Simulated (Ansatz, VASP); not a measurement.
LiCl: VASP beside Ansatz

```
Li Cl
1.0
     3.61035    0.00000    0.00000
    -1.80517    3.12665    0.00000
     0.00000    0.00000    6.08373
Li Cl
2 2
Cartesian
  0.0000 0.0000 0.0000
  0.0000 0.0000 3.0419
  0.0000 2.0844 1.5209
  1.8052 1.0422 4.5628
```

Alike in both runs: task single point; functional r2SCAN; k mesh 6 × 6 × 4; no spin polarisation.

|  | VASP | Ansatz |
| --- | --- | --- |
| version | VASP 6.6.1 | Ansatz 0.2.0 |
| potentials or method | VASP PAW PBE potentials, release 64 (Li_sv, Cl) | plane waves, PAW |
| plane-wave cutoff (eV) | 520 | 500 |
| occupations | gaussian, width 0.01 eV | fixed |
| valence electrons in the cell | 20 | 20 |

Ansatz gave:

- gap on the k mesh at the Fermi level (eV): 7.07

Which values does VASP return?

gap on the k mesh at the Fermi level (eV): 7.14.

VASP's potentials were made for PBE, not for r2SCAN.

Noted on VASP's run: the cutoff is short for stress, so the pressure is rough.
